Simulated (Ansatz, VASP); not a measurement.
**One calculation of CuSn3, two programs**

The input POSCAR:

```
CuSn3
1.0
   -2.2693787881      2.2693787881      4.9347995608
    2.2693787881     -2.2693787881      4.9347995608
    2.2693787881      2.2693787881     -4.9347995608
Sn Cu
3 1
Direct
    0.5000000000      0.5000000000      0.0000000000
    0.2500000000      0.7500000000      0.5000000000
    0.7500000000      0.2500000000      0.5000000000
    0.0000000000      0.0000000000      0.0000000000
```

INCAR.step1

```
PREC = Accurate ; ENCUT = 520
ISMEAR = -1 ; SIGMA = 0.05
LREAL = False ; LASPH = True
NELM = 80 ; NBANDS = 34
GGA = PE ; ALGO = Normal
EDIFF = 1E-4 ; LWAVE = True
LCHARG = False
```

The input INCAR.step2:

```
PREC = Accurate ; ENCUT = 520
EDIFF = 1E-6 ; ISMEAR = -1
SIGMA = 0.05 ; LREAL = False
LASPH = True ; NELM = 80
ALGO = Normal ; ISIF = 2
LWAVE = False ; LCHARG = False
METAGGA = R2SCAN ; LMIXTAU = True
NBANDS = 34 ; ISTART = 1
```

KPOINTS

```
regular mesh
0
Gamma
  8 8 8
```

Contents of input.yaml:

```yaml
crystal:
  lattice:
    - [-2.2693787881, 2.2693787881, 4.9347995608]
    - [2.2693787881, -2.2693787881, 4.9347995608]
    - [2.2693787881, 2.2693787881, -4.9347995608]
  atoms:
    - { symbol: Sn, position: [0.5, 0.5, 0.0] }
    - { symbol: Sn, position: [0.25, 0.75, 0.5] }
    - { symbol: Sn, position: [0.75, 0.25, 0.5] }
    - { symbol: Cu, position: [0.0, 0.0, 0.0] }
hamiltonian:
  xc: r2scan
  pseudopotentials: { kind: paw }
kpoints:
  mp_grid: { grid: [8, 8, 8] }
scf:
  occupations: { method: fermi_dirac, width: 0.05 }
output:
  forces: true
  stress: true
  eigenvalues: true
  write_density: true
  write_potential: true
  elf: true
  volumetric_format: npy
```

Alike in both runs: task single point; functional r2SCAN; k mesh 8 × 8 × 8; occupations fermi-dirac, width 0.05 eV; no spin polarisation.

|  | VASP | Ansatz |
| --- | --- | --- |
| version | VASP 6.6.1 | Ansatz 0.2.0 |
| potentials or method | VASP PAW PBE potentials, release 64 (Sn_d, Cu) | Ansatz PAW |
| plane-wave cutoff (eV) | 520 | 500 |
| valence electrons in the cell | 53 | 61 |

|  | VASP | Ansatz | Ansatz less VASP |
| --- | --- | --- | --- |
| gap on the k mesh at the Fermi level (eV) | none | none | - |
| pressure (GPa) | -4.3 | -4.3 | -0.02 |
| traceless stress, the component that is largest in VASP (GPa) | 0.12 | 0.12 | 0.000 |

VASP's potentials were made for PBE, not for r2SCAN. A gap of «none» marks a metal or a gap that the smearing closes. With one functional, cell and mesh, what is left measures potentials, basis and numerics. VASP's potentials hold 53 valence electrons a cell and Ansatz's 61, so a difference there can come from the potentials and not from the codes.
